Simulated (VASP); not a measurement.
A run of VASP 6.6.1:

INCAR

```
ALGO = Normal
EDIFF = 1E-7
ENCUT = 520
GGA = PE
ISIF = 2
ISMEAR = 1
LASPH = T
LCHARG = T
LELF = T
LREAL = F
LVHAR = T
LWAVE = F
NBANDS = 67
NELM = 100
PREC = Accurate
SIGMA = 0.0201
```

File KPOINTS:

```
k-points
0
Gamma
  3 3 4
```

File POSCAR:

```
Cr3GeSe
1.0
    5.8983140000      0.0000000000      0.0000000000
    0.0000000000      5.8983140000      0.0000000000
    0.0000000000      0.0000000000      4.4026120000
Cr Ge Se
6 2 2
Direct
    0.2041000000      0.7041000000      0.0655000000
    0.7041000000      0.7959000000      0.9345000000
    0.7959000000      0.2959000000      0.0655000000
    0.2959000000      0.2041000000      0.9345000000
    0.0000000000      0.0000000000      0.5000000000
    0.5000000000      0.5000000000      0.5000000000
    0.0000000000      0.5000000000      0.5480000000
    0.5000000000      0.0000000000      0.4520000000
    0.0000000000      0.0000000000      0.0000000000
    0.5000000000      0.5000000000      0.0000000000
```

Potentials or basis: VASP PAW PBE potentials, release 64 (Cr_pv, Ge_d, Se).

Command:

```sh
$ cat potpaw_PBE.64/Cr_pv/POTCAR potpaw_PBE.64/Ge_d/POTCAR potpaw_PBE.64/Se/POTCAR > POTCAR
$ mpirun -np 1 vasp_std > vasp.out
```

Hardware: 1 thread of Intel(R) Xeon(R) Platinum 8259CL CPU @ 2.50GHz (Skylake/Cascade Lake), with other jobs on the host.

Q: Estimate the wall time of this run.

A: It took 3.3 min on 1 thread of Intel(R) Xeon(R) Platinum 8259CL CPU @ 2.50GHz (Skylake/Cascade Lake), with other jobs on the host, peak memory 0.31 GiB. Counts: scf iterations 19, k points 9.
